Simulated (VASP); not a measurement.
# Al2Cu (I4/mcm) in VASP: further runs, part 2 of 2

VASP 6.6.1. Earlier steps stand in the parts before.

## Step 3: Single point, PBEsol

This run uses another cell than the first one, of 11.16 Å³/atom.

File INCAR:

```
SYSTEM = Al2Cu
PREC     = Accurate       ! precision mode
ENCUT    = 520            ! plane-wave cutoff, eV
EDIFF    = 1E-6           ! SCF threshold, eV
ISMEAR   = 0              ! smearing method
SIGMA    = 0.1            ! smearing width, eV
LREAL    = .FALSE.        ! projectors in reciprocal space
LASPH    = .TRUE.         ! aspherical terms in the spheres
NELM     = 100            ! most SCF steps
ALGO     = Fast           ! electronic algorithm
ISIF     = 2              ! what is computed and relaxed
LWAVE    = .FALSE.        ! write WAVECAR
LCHARG   = .FALSE.        ! write CHGCAR
GGA      = PS             ! functional
NBANDS   = 26             ! bands
```

File KPOINTS:

```
Automatic mesh
0
G
  10 10 10
  0 0 0
```

File POSCAR:

```
Al2Cu
1.0
   -2.7512268993      2.7512268993      2.2111510661
    2.7512268993     -2.7512268993      2.2111510661
    2.7512268993      2.7512268993     -2.2111510661
Al Cu
4 2
Direct
    0.8430950073      0.6569049927      0.5000000000
    0.6569049927      0.1569049927      0.8138099855
    0.3430950073      0.8430950073      0.1861900145
    0.1569049927      0.3430950073      0.5000000000
    0.2500000000      0.2500000000      0.0000000000
    0.7500000000      0.7500000000      0.0000000000
```

Potentials or basis: VASP PAW PBE potentials, release 64 (Al, Cu).

Launch:

```sh
$ cat potpaw_PBE.64/Al/POTCAR potpaw_PBE.64/Cu/POTCAR > POTCAR
$ mpirun -np 1 vasp_std > vasp.out
```

OUTCAR:

```text
SYSTEM = Al2Cu
   PREC = Accurate
   ENCUT = 520
   EDIFF = 1E-6
   ISMEAR = 0
   LREAL = .FALSE.
   LASPH = .TRUE.
   NELM = 100
   ISIF = 2
   GGA = PS

 ion  position               nearest neighbor table
   1  0.843  0.657  0.500-   5 2.35   6 2.35   6 2.35   5 2.35   4 2.44   4 2.64   4 2.64   2 2.81
                             3 2.81   2 2.81   3 2.81   2 2.94   3 2.94   3 2.94   2 2.94
   2  0.657  0.157  0.814-   5 2.35   6 2.35   5 2.35   6 2.35   3 2.44   3 2.64   3 2.64   1 2.81
                             4 2.81   4 2.81   1 2.81   1 2.94   4 2.94   1 2.94   4 2.94
   3  0.343  0.843  0.186-   5 2.35   6 2.35   5 2.35   6 2.35   2 2.44   2 2.64   2 2.64   1 2.81
                             4 2.81   4 2.81   1 2.81   1 2.94   4 2.94   4 2.94   1 2.94
   4  0.157  0.343  0.500-   6 2.35   5 2.35   5 2.35   6 2.35   1 2.44   1 2.64   1 2.64   2 2.81
                             3 2.81   2 2.81   3 2.81   2 2.94   3 2.94   2 2.94   3 2.94
   5  0.250  0.250  0.000-   6 2.21   6 2.21   2 2.35   3 2.35   2 2.35   3 2.35   4 2.35   1 2.35
                             4 2.35   1 2.35
   6  0.750  0.750  0.000-   5 2.21   5 2.21   2 2.35   3 2.35   2 2.35   3 2.35   1 2.35   1 2.35
                             4 2.35   4 2.35

  LATTYP: Found a body centered tetragonal cell.
 ALAT       =     5.5024537986
 C/A-ratio  =     0.8036963679

  Lattice vectors:

 A1 = (  -2.7512268993,   2.7512268993,   2.2111510661)
 A2 = (   2.7512268993,  -2.7512268993,   2.2111510661)
 A3 = (   2.7512268993,   2.7512268993,  -2.2111510661)

Analysis of symmetry for initial positions (statically):
=====================================================================
 Subroutine PRICEL returns:
 Original cell was already a primitive cell.

 Routine SETGRP: Setting up the symmetry group for a
 body centered tetragonal supercell.

 Subroutine GETGRP returns: Found 16 space group operations
 (whereof  8 operations were pure point group operations)
 out of a pool of 16 trial point group operations.

The static configuration has the point symmetry C_4h.
 The point group associated with its full space group is D_4h.

Analysis of symmetry for dynamics (positions and initial velocities):
[... 148 lines left out ...]
   IVDW    =     0    specifies the selected vdW correction
   LEPSILON=     F    determine dielectric tensor
   LRPA    =     F    only Hartree local field effects (RPA)
 non-spin polarized calculation
 RMM-DIIS sequential band-by-band and
 Gauss-broadening in eV      SIGMA  =   0.10
  energy-cutoff  :      520.00
  volume of cell :       66.95
 maximum number of plane-waves:      1822
 NGX is ok and might be reduce to    36
   NGX = 17   NGY = 17   NGZ = 17

 number of electron      33.9999988 magnetization

 Free energy of the ion-electron system (eV)
  ---------------------------------------------------
  ext. energy  EPLUGINS =         0.00000000
  ---------------------------------------------------
  free energy    TOTEN  =       -23.53955114 eV

  energy without entropy =      -23.53261941  energy(sigma->0) =      -23.53608528

 E-fermi :  11.5565     XC(G=0): -12.2403

 val. band max:       11.5405950857   @ k =  -0.1000   0.3000   0.1000
 cond. band min:      11.5566716547   @ k =   0.5000   0.2000   0.1000
 fundamental gap:      0.0160765691
 Fermi energy:        11.5565292327

 k-point     1 :       0.0000    0.0000    0.0000
  band No.  band energies     occupation
      1      -1.4867      2.00000
      2       4.6529      2.00000
      3       4.6786      2.00000
      4       4.7112      2.00000
      5       4.7112      2.00000
      6       5.9838      2.00000
[... 685 lines left out ...]
     25      19.9162      0.00000
     26      20.0377      0.00000

 [... further k-points ...]

------------------------ aborting loop because EDIFF is reached ----------------------------------------

  FORCE on cell =-STRESS in cart. coord.  units (eV):
  Direction    XX          YY          ZZ          XY          YZ          ZX
  --------------------------------------------------------------------------------------
  -------------------------------------------------------------------------------------
  Total       20.8472824     20.8472824     20.8810154      0.0000000     -0.0000000      0.0000000
  in kB      498.9175798    498.9175798    499.7248802      0.0000000     -0.0000000      0.0000000
  external PRESSURE =     499.1866799 kB  Pullay stress =       0.0000000 kB

 VOLUME and BASIS-vectors are now :
 -----------------------------------------------------------------------------
  energy-cutoff  :      520.00
  volume of cell :       66.95
      direct lattice vectors                 reciprocal lattice vectors
    -2.751226899  2.751226899  2.211151066     0.000000000  0.181737101  0.226126567
     2.751226899 -2.751226899  2.211151066     0.181737101  0.000000000  0.226126567
     2.751226899  2.751226899 -2.211151066     0.181737101  0.181737101  0.000000000

 POSITION                                       TOTAL-FORCE (eV/Angst)
 -----------------------------------------------------------------------------------
      0.86336      1.88786      2.21115         0.006692     -0.006692      0.000000
      0.86336      3.61459     -0.00000         0.006692      0.006692     -0.000000
      1.88786     -0.86336      2.21115        -0.006692     -0.006692      0.000000
      1.88786      0.86336      0.00000        -0.006692      0.006692      0.000000
      0.00000      0.00000      1.10558         0.000000     -0.000000      0.000000
      0.00000      0.00000      3.31673         0.000000     -0.000000      0.000000
 -----------------------------------------------------------------------------------
    total drift:                                0.000000     -0.000000      0.000000

  FREE ENERGIE OF THE ION-ELECTRON SYSTEM (eV)
  ---------------------------------------------------
  free  energy   TOTEN  =       -23.5395511418 eV

  energy  without entropy=      -23.5326194146  energy(sigma->0) =      -23.53608528
```

Wall time 2.7 min (1 thread of Intel Xeon Platinum 8559C (Emerald Rapids), shared host); peak memory 0.3 GiB.

What came out:

```
Free energy            : -23.5396 eV
Pressure               : 49.9 GPa
Largest force          : 0.009 eV/Å
Band gap on the k mesh : zero (bands 17 and 18 overlap by 5.27 eV)
```

Forces in eV/Å, atoms in the order of the input:
```
Al   0.007 -0.007  0.000
Al   0.007  0.007  0.000
Al  -0.007 -0.007  0.000
Al  -0.007  0.007  0.000
Cu   0.000  0.000  0.000
Cu   0.000  0.000  0.000
```

Caveat: the cell stands under pressure; the PAW data sets were made with another functional, which shifts forces and pressure a little.

## Step 4: Single point, PBEsol

This run uses another cell than the first one, of 12.31 Å³/atom.

File INCAR:

```
SYSTEM = Al2Cu
PREC = Accurate
ENCUT = 520
EDIFF = 1E-7
ISMEAR = 0
SIGMA = 0.1
LREAL = .FALSE.
LASPH = .TRUE.
NELM = 60
ALGO = Fast
ISIF = 2
LWAVE = .FALSE.
LCHARG = .FALSE.
GGA = PS
NBANDS = 26
```

KPOINTS is that of step 3.

File POSCAR:

```
Al2Cu
1.0
   -2.8429615231      2.8429615231      2.2847249665
    2.8429615231     -2.8429615231      2.2847249665
    2.8429615231      2.8429615231     -2.2847249665
Al Cu
4 2
Direct
    0.8422812137      0.6577187863      0.5000000000
    0.6577187863      0.1577187863      0.8154375726
    0.3422812137      0.8422812137      0.1845624274
    0.1577187863      0.3422812137      0.5000000000
    0.2500000000      0.2500000000      0.0000000000
    0.7500000000      0.7500000000      0.0000000000
```

Launch:

```sh
$ cat potpaw_PBE.64/Al/POTCAR potpaw_PBE.64/Cu/POTCAR > POTCAR
$ mpirun -np 1 vasp_std > vasp.out
```

It took 3.7 min on 1 thread of Intel Xeon Platinum 8559C (Emerald Rapids), shared host; peak memory 0.32 GiB.

It converged, with:

```
Free energy            : -25.1296 eV
Pressure               : 25.2 GPa
Band gap on the k mesh : zero (bands 17 and 18 overlap by 4.95 eV)
```

Levels at points of the mesh, in eV from the Fermi level:
| k point | band 13 | band 14 | band 15 | band 16 | band 17 | band 18 | band 19 | band 20 | band 21 | band 22 |
| --- | --- | --- | --- | --- | --- | --- | --- | --- | --- | --- |
| (0.00, 0.00, 0.00) | -3.48 | -2.32 | -1.72 | -1.56 | -1.56 | -1.08 | -0.24 | 0.38 | 1.97 | 1.97 |
| (0.50, 0.00, 0.00) | -3.60 | -3.60 | -2.95 | -2.95 | 0.24 | 0.24 | 4.44 | 4.44 | 4.72 | 4.72 |
| (0.50, 0.50, 0.00) | -3.43 | -3.24 | -1.85 | -1.67 | -0.66 | -0.66 | 0.94 | 1.55 | 4.77 | 4.93 |
| (0.50, 0.50, 0.50) | -3.92 | -3.77 | -3.77 | -2.02 | 2.83 | 2.96 | 2.96 | 3.76 | 5.07 | 5.48 |

Caveat: the cell stands under pressure; the PAW data sets were made with another functional, which shifts forces and pressure a little.

## Step 5: Summary

| cell | further INCAR settings | gap on the mesh (eV) | pressure (GPa) | largest force (eV/Å) |
| --- | --- | --- | --- | --- |
| a = 4.314 Å, angles 104.2, 104.2, 120.7°, 6 atoms, atomic positions A | ALGO = Fast; EDIFF = 1e-06; NBANDS = 26 | none | 90.1 | 0.01 |
| a = 4.475 Å, angles 104.1, 104.1, 120.8°, 6 atoms, atomic positions A | ALGO = Fast; EDIFF = 1e-06; NBANDS = 26 | none | 49.9 | 0.01 |
| a = 4.624 Å, angles 104.1, 104.1, 120.8°, 6 atoms, atomic positions B | ALGO = Fast; EDIFF = 1e-07; NBANDS = 26 | none | 25.2 | - |

Alike in all rows: task single point; level PBEsol; potentials or basis VASP PAW PBE potentials, release 64 (Al, Cu); no spin polarisation; k mesh 10 × 10 × 10; cutoff (eV) 520; smearing gaussian 0.1 eV.

Caveats: the cell stands under pressure; the PAW data sets were made with another functional, which shifts forces and pressure a little.

Total energies depend on the potentials used, so only differences within one code and one set of settings carry meaning.
